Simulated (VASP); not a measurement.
# Hf5Ta in VASP: notebook, part 2 of 2

VASP 6.6.1.

## Step 3: Single point, LDA

The input, INCAR:

```
PREC = Accurate ; ENCUT = 520
EDIFF = 1E-7 ; ISMEAR = -1
SIGMA = 0.05 ; LREAL = F
LASPH = T ; NELM = 100
ALGO = Normal ; ISIF = 2
LWAVE = F ; LCHARG = T
LDIPOL = T ; IDIPOL = 3
DIPOL = 0.5 0.5 0.500 ; LELF = T
LVHAR = T ; LVACPOTAV = T
NBANDS = 40
```

The input, KPOINTS:

```
regular mesh
0
Gamma
  12 8 1
```

The input, POSCAR:

```
Hf5Ta
1.0
    3.1189746401      0.0000000000      0.0000000000
    0.0000000000      4.9420572749      0.0000000000
    0.0000000000      0.0000000000     22.3026000000
Hf Ta
5 1
Direct
    0.7500000000      0.7500000000      0.3631568204
    0.2500000000      0.2500000000      0.4027226110
    0.7500000000      0.2500000000      0.5226598223
    0.7500000000      0.7500000000      0.5972774648
    0.2500000000      0.2500000000      0.6368431251
    0.2500000000      0.7500000000      0.4773401564
```

Potentials or basis: VASP PAW LDA potentials, release 64 (Hf_pv, Ta_pv).

Command:

```sh
> cat potpaw_LDA.64/Hf_pv/POTCAR potpaw_LDA.64/Ta_pv/POTCAR > POTCAR
> mpirun -np 1 vasp_std > vasp.out
```

Run time: 32 min. Hardware: 1 thread of Intel Xeon 8259CL, shared host; peak memory 0.59 GiB.

The run converged. Its results:

```yaml
Free_energy: -61.8198 eV
Largest_force: 0.904 eV/Å
Band_gap_on_the_k_mesh: zero (an odd number of electrons rules out a gap without spin polarisation)
```

Forces on the atoms (eV/Å):
```
Hf   0.000  0.000  0.904
Hf   0.000  0.000  0.094
Hf   0.000  0.000 -0.241
Hf   0.000  0.000 -0.361
Hf   0.000  0.000 -0.023
Ta   0.000  0.000 -0.373
```

Levels at points of the mesh, in eV from the Fermi level:
```tsv
k point	band 26	band 27	band 28	band 29	band 30	band 31	band 32	band 33	band 34	band 35
(0.00, 0.00, 0.00)	-0.75	-0.57	-0.50	-0.16	-0.04	0.44	0.53	0.64	1.04	1.33
(0.50, 0.00, 0.00)	-1.56	-1.38	-1.37	-1.05	-1.05	0.27	0.36	0.39	0.43	0.84
(0.00, 0.50, 0.00)	-1.07	-0.98	-0.92	-0.16	-0.11	0.03	0.30	0.51	0.56	0.69
(0.50, 0.50, 0.00)	-1.31	-1.14	-1.04	-0.74	-0.54	0.36	0.39	0.76	0.77	1.33
```

Caveat: spin-orbit coupling is left out, which moves the levels of the heavy elements.

## Step 4: Single point, LDA

The input, INCAR:

```
PREC = Accurate
ENCUT = 520
EDIFF = 1E-7
ISMEAR = -1
SIGMA = 0.05
LREAL = F
LASPH = T
NELM = 60
ALGO = Normal
ISIF = 2
LWAVE = F
LCHARG = F
LDIPOL = T
IDIPOL = 3
DIPOL = 0.5 0.5 0.500
NBANDS = 40
```

The input, KPOINTS:

```
Automatic mesh
0
Gamma
  12 8 1
```

The input, POSCAR:

```
Hf5Ta
1.0
    3.1189746401      0.0000000000      0.0000000000
    0.0000000000      4.9420572749      0.0000000000
    0.0000000000      0.0000000000     22.3026000000
Ta Hf
1 5
Direct
    0.7500000000      0.7500000000      0.3631568204
    0.2500000000      0.2500000000      0.4027226110
    0.2500000000      0.7500000000      0.4773401564
    0.7500000000      0.2500000000      0.5226598223
    0.7500000000      0.7500000000      0.5972774648
    0.2500000000      0.2500000000      0.6368431251
```

Potentials or basis: VASP PAW LDA potentials, release 64 (Ta_pv, Hf_pv).

Command:

```sh
> cat potpaw_LDA.64/Ta_pv/POTCAR potpaw_LDA.64/Hf_pv/POTCAR > POTCAR
> mpirun -np 1 vasp_std > vasp.out
```

OUTCAR:

```text
PREC = Accurate
   ENCUT = 520
   EDIFF = 1E-7
   ISMEAR = -1
   LREAL = F
   LASPH = T
   NELM = 60
   ISIF = 2

 ion  position               nearest neighbor table
   1  0.750  0.750  0.363-   3 2.99   3 2.99   2 3.05   2 3.05   2 3.05   2 3.05
   2  0.250  0.250  0.403-   3 2.98   3 2.98   1 3.05   1 3.05   1 3.05   1 3.05   4 3.10   4 3.10

   3  0.250  0.750  0.477-   2 2.98   2 2.98   1 2.99   1 2.99   4 3.09   4 3.09   4 3.09   4 3.09
                             5 3.10   5 3.10
   4  0.750  0.250  0.523-   5 2.98   5 2.98   6 2.99   6 2.99   3 3.09   3 3.09   3 3.09   3 3.09
                             2 3.10   2 3.10
   5  0.750  0.750  0.597-   4 2.98   4 2.98   6 3.05   6 3.05   6 3.05   6 3.05   3 3.10   3 3.10

   6  0.250  0.250  0.637-   4 2.99   4 2.99   5 3.05   5 3.05   5 3.05   5 3.05

  LATTYP: Found a simple orthorhombic cell.
 ALAT       =     3.1189746401
 B/A-ratio  =     1.5845134524
 C/A-ratio  =     7.1506192174

  Lattice vectors:

 A1 = (   3.1189746401,   0.0000000000,   0.0000000000)
 A2 = (   0.0000000000,   4.9420572749,   0.0000000000)
 A3 = (   0.0000000000,   0.0000000000,  22.3026000000)

Analysis of symmetry for initial positions (statically):
[... 196 lines left out ...]
      1     -35.2951      2.00000
      2     -35.1505      2.00000
      3     -34.8633      2.00000
      4     -31.7172      2.00000
      5     -31.6857      2.00000
      6     -31.4239      2.00000
[... 1021 lines left out ...]
     39       0.7172      0.00000
     40       1.0236      0.00000

 [... further k-points ...]

------------------------ aborting loop because EDIFF is reached ----------------------------------------

 vacuum level on the upper side and lower side of the slab       (xc-potential included)        -0.342         0.068

  FORCE on cell =-STRESS in cart. coord.  units (eV):
  Direction    XX          YY          ZZ          XY          YZ          ZX
  --------------------------------------------------------------------------------------
  -------------------------------------------------------------------------------------
  Total       -8.6084324     -3.5445564     -2.0465327      0.0000000      0.0000000      0.0000000
  in kB      -40.1198726    -16.5195177     -9.5379304      0.0000000      0.0000000      0.0000000
  external PRESSURE =     -22.0591069 kB  Pullay stress =       0.0000000 kB

 VOLUME and BASIS-vectors are now :
 -----------------------------------------------------------------------------
  energy-cutoff  :      520.00
  volume of cell :      343.78
      direct lattice vectors                 reciprocal lattice vectors
     3.118974640  0.000000000  0.000000000     0.320618189  0.000000000  0.000000000
     0.000000000  4.942057275  0.000000000     0.000000000  0.202344883  0.000000000
     0.000000000  0.000000000 22.302600000     0.000000000  0.000000000  0.044837822

 POSITION                                       TOTAL-FORCE (eV/Angst)
 -----------------------------------------------------------------------------------
      2.33923      3.70654      8.09934         0.000000      0.000000      1.376036
      0.77974      1.23551      8.98176         0.000000      0.000000     -0.935065
      0.77974      3.70654     10.64593         0.000000      0.000000     -0.534292
      2.33923      1.23551     11.65667         0.000000      0.000000      0.170215
      2.33923      3.70654     13.32084         0.000000      0.000000     -0.023831
      0.77974      1.23551     14.20326         0.000000      0.000000     -0.053063
 -----------------------------------------------------------------------------------
    total drift:                                0.000000     -0.000000      0.000027

  FREE ENERGIE OF THE ION-ELECTRON SYSTEM (eV)
  ---------------------------------------------------
  free  energy   TOTEN  =       -61.3708442460 eV

  energy  without entropy=      -61.3033631052  energy(sigma->0) =      -61.33710368

 vacuum level on the upper side and lower side of the slab         3.236         3.656
```

OSZICAR:

```text
N       E                     dE             d eps       ncg     rms          rms(c)
DAV:   1     0.268791568607E+03    0.26879E+03   -0.33513E+04  3840   0.127E+03
DAV:   2    -0.485850955635E+02   -0.31738E+03   -0.30738E+03  3520   0.302E+02
DAV:   3    -0.659164731986E+02   -0.17331E+02   -0.16257E+02  3464   0.535E+01
[... 45 lines left out ...]
DAV:  49    -0.613708430351E+02   -0.48892E-06   -0.28932E-07  2216   0.184E-03    0.329E-03
DAV:  50    -0.613708434915E+02   -0.45644E-06   -0.14572E-07  2128   0.109E-03    0.569E-03
DAV:  51    -0.613708438109E+02   -0.31933E-06   -0.94976E-08  1880   0.157E-03    0.160E-03
DAV:  52    -0.613708441472E+02   -0.33633E-06   -0.33940E-08  1744   0.848E-04    0.470E-04
DAV:  53    -0.613708442460E+02   -0.98771E-07   -0.84261E-09  1584   0.408E-04
   1 F= -.61370844E+02 E0= -.61337104E+02  d E =-.674811E-01
```

Wall time 25 min (1 thread of Oxide Virtual Turin-like, shared host); peak memory 0.56 GiB.

What came out:

| Item | Value |
| --- | --- |
| Free energy | -61.3708 eV |
| Largest force | 1.376 eV/Å |
| Band gap on the k mesh | zero (an odd number of electrons rules out a gap without spin polarisation) |

Forces on the atoms (eV/Å):
```
Ta   0.000  0.000  1.376
Hf   0.000  0.000 -0.935
Hf   0.000  0.000 -0.534
Hf   0.000  0.000  0.170
Hf   0.000  0.000 -0.024
Hf   0.000  0.000 -0.053
```

Caveat: spin-orbit coupling is left out, which moves the levels of the heavy elements.
